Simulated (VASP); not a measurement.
TaAs (TaAs, measured cell): single point with PBE

The system is TaAs (TaAs, measured cell).

```
Ta As
1.0
    -1.72181    1.72181    5.86794
     1.72181   -1.72181    5.86794
     1.72181    1.72181   -5.86794
Ta As
2 2
Cartesian
  1.7218 0.0000 5.8686
  0.0000 0.0000 8.8026
  1.7218 0.0000 0.9687
  0.0000 0.0000 3.9027
```

```json
{
  "Program": "VASP 6.6.1",
  "Task": "single point",
  "Functional": "PBE",
  "Potentials or basis": "VASP PAW PBE potentials, release 64 (Ta_pv, As)",
  "Cutoff": "520 eV",
  "k mesh": "12 × 12 × 12",
  "Occupations": "gaussian, width 0.02 eV",
  "Spin": "no spin polarisation",
  "Dipole correction": "no",
  "Further INCAR settings": "ALGO = Normal; EDIFF = 1e-06; NBANDS = 24"
}
```

| Property | Result |
| --- | --- |
| Pressure | 2.6 GPa |
| Band gap on the k mesh | zero (band 16 reaches 7.04 eV, above the bottom of band 17 at 6.99 eV) |

Stress tensor (GPa, compression positive):
```
2.98 0.00 0.00
0.00 2.98 0.00
0.00 0.00 1.79
```

Levels at points of the mesh, in eV from the Fermi level:
```
           k point  band 12  band 13  band 14  band 15  band 16  band 17  band 18  band 19  band 20  band 21
(0.00, 0.00, 0.00)    -2.49    -2.38    -1.98    -1.66    -1.66     0.89     1.55     2.30     3.07     3.07
(0.50, 0.00, 0.00)    -3.44    -2.46    -2.35    -1.61    -0.30     0.10     1.35     2.22     2.43     3.03
(0.50, 0.50, 0.00)    -5.11    -3.23    -3.23    -1.15    -1.15     2.79     2.79     3.04     3.04     3.76
(0.50, 0.50, 0.50)    -2.90    -2.83    -2.83    -0.95    -0.95     1.20     1.20     2.26     2.26     3.05
```

Run time: 5.7 min on 1 thread of Intel(R) Xeon(R) Platinum 8488C (Sapphire Rapids), with other jobs on the host, peak memory 0.49 GiB.

Caveat: spin-orbit coupling is left out, which moves the levels of the heavy elements.
